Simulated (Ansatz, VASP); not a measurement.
## One calculation of CO, two programs

```
CELL_PARAMETERS angstrom
5.63645 0.00000 0.00000
0.00000 5.63645 0.00000
0.00000 0.00000 5.63645
ATOMIC_POSITIONS crystal
C 0.96230 0.96230 0.96230
C 0.53770 0.03770 0.46230
C 0.46230 0.53770 0.03770
C 0.03770 0.46230 0.53770
O 0.07852 0.07852 0.07852
O 0.42148 0.92148 0.57852
O 0.57852 0.42148 0.92148
O 0.92148 0.57852 0.42148
```

Alike in both runs: functional PBE; dispersion D3(BJ); k mesh 4 × 4 × 4; no spin polarisation.

Ansatz relaxed the structure, and its values are those at the end. VASP's run is a single point on that final structure, the one shown.

|  | VASP | Ansatz |
| --- | --- | --- |
| version | VASP 6.6.1 | Ansatz 0.2.0 |
| potentials or method | VASP PAW PBE potentials, release 64 (C, O), cutoff 520 eV | scalar-relativistic, plane waves, PAW |
| occupations | gaussian, width 0.01 eV | fixed |
| valence electrons in the cell | 40 | 40 |

Ansatz gave:

```
gap on the k mesh at the Fermi level (eV) : 6.01
least direct gap on the mesh (eV)         : 6.01
pressure (GPa)                            : 0.0
rms of the force components (eV/Å)        : 0.001
```

**Question.** Estimate VASP's values.

**Answer.** gap on the k mesh at the Fermi level (eV): 6.01; least direct gap on the mesh (eV): 6.01; pressure (GPa): 1.1; rms of the force components (eV/Å): 0.558.

One of these differences is far larger than is usual between the two programs; its cause wasn't traced.

Noted on VASP's run: the standard files for N, O and F lose accuracy on very short bonds.
